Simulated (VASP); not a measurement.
Wanted: the native input for a VASP 6.6.1 run.

```yaml
Task: relaxation of cell and atoms
Functional: PBE
Dispersion: D3(BJ)
Potentials_or_basis: VASP PAW PBE potentials, release 64 (Al, O)
Cutoff: 600 eV
k_mesh: 9 × 9 × 2
Occupations: gaussian, width 0.02 eV
Spin: no spin polarisation
Dipole_correction: no
Further_INCAR_settings: ALGO = Normal; EDIFF = 1e-06; IBRION = 2; EDIFFG = -0.01; NSW = 100; ISIF = 3
```

The structure of Al2O3 lies in POSCAR:

```
Al2O3
1.0
    2.8695200819      0.0000000000      0.0000000000
   -1.4347600410      2.4850772876      0.0000000000
    0.0000000000      0.0000000000     14.5091072294
Al O
4 6
Direct
    0.6666666667      0.3333333333      0.0942314724
    0.3333333333      0.6666666667      0.9057685276
    0.3333333333      0.6666666667      0.5942314724
    0.6666666667      0.3333333333      0.4057685276
    0.0000000000      0.0000000000      0.0000000000
    0.3333333333      0.6666666667      0.1415307248
    0.6666666667      0.3333333333      0.8584692752
    0.0000000000      0.0000000000      0.5000000000
    0.6666666667      0.3333333333      0.6415307248
    0.3333333333      0.6666666667      0.3584692752
```

The input as run:

INCAR

```
SYSTEM = Al2O3
  PREC = Accurate
  ENCUT = 600
  EDIFF = 1E-6
  ISMEAR = 0
  SIGMA = 0.02
  LREAL = .False.
  LASPH = .True.
  NELM = 60
  ALGO = Normal
  ISIF = 3
  LWAVE = .False.
  LCHARG = .False.
  GGA = PE
  IVDW = 12
  IBRION = 2
  NSW = 100
  EDIFFG = -0.01
```

KPOINTS

```
Automatic mesh
0
Gamma
  9 9 2
  0 0 0
```

Potentials or basis: VASP PAW PBE potentials, release 64 (Al, O).

The run is started by

```console
$ cat potpaw_PBE.64/Al/POTCAR potpaw_PBE.64/O/POTCAR > POTCAR
$ mpirun -np 1 vasp_std > vasp.out
```

It gave:

```json
{
 "Relaxed volume": "10.27 Å³/atom",
 "Relaxed cell": "a = 2.871 Å, b = 2.871 Å, c = 14.388 Å, α = 90.00°, β = 90.00°, γ = 120.00°",
 "Space group after relaxing (to 0.1 Å)": "P6_3/mmc (No. 194)",
 "Energy gained by relaxing": "0.2 meV/atom",
 "Ionic steps": "13",
 "Pressure after relaxing": "0.0 GPa",
 "Largest force after relaxing": "0.007 eV/Å",
 "Band gap on the k mesh": "4.74 eV (least direct gap 4.85 eV)",
 "Dispersion energy per atom": "-0.196 eV"
}
```

Caveat: an odd mesh through Γ misses points on the zone boundary, where band edges can lie.

Wall time 12 min on 1 thread of Intel Xeon 8259CL, with other jobs on the host, peak memory 0.31 GiB.
